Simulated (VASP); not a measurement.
Crystal: PtSe2.

```
CELL_PARAMETERS angstrom
3.69901 0.00000 0.00000
-1.84950 3.20343 0.00000
0.00000 0.00000 5.02803
ATOMIC_POSITIONS crystal
Pt 0.00000 0.00000 0.00000
Se 0.66667 0.33333 0.75000
Se 0.33333 0.66667 0.25000
```

Base run:

```yaml
Program: VASP 6.6.1
Functional: BLYP
Dispersion: D3(BJ)
Potentials_or_basis: VASP PAW PBE potentials, release 64 (Pt, Se)
Cutoff: 520 eV
k_mesh: 8 × 8 × 5
Occupations: fermi-dirac, width 0.05 eV
Spin: no spin polarisation
```

Its results: band gap on the k mesh zero (bands 11 and 12 overlap by 0.24 eV); pressure 9.7 GPa; largest force 1.456 eV/Å.

Problem. The run is repeated on the same cell with these changes: functional from BLYP to revPBE. What comes out?

Solution. Band gap on the k mesh zero (bands 11 and 12 overlap by 0.27 eV); pressure 4.5 GPa; largest force 0.965 eV/Å.

Caveats: the cell stands under pressure; the PAW data sets were made with another functional, which shifts forces and pressure a little; spin-orbit coupling is left out, which moves the levels of the heavy elements.
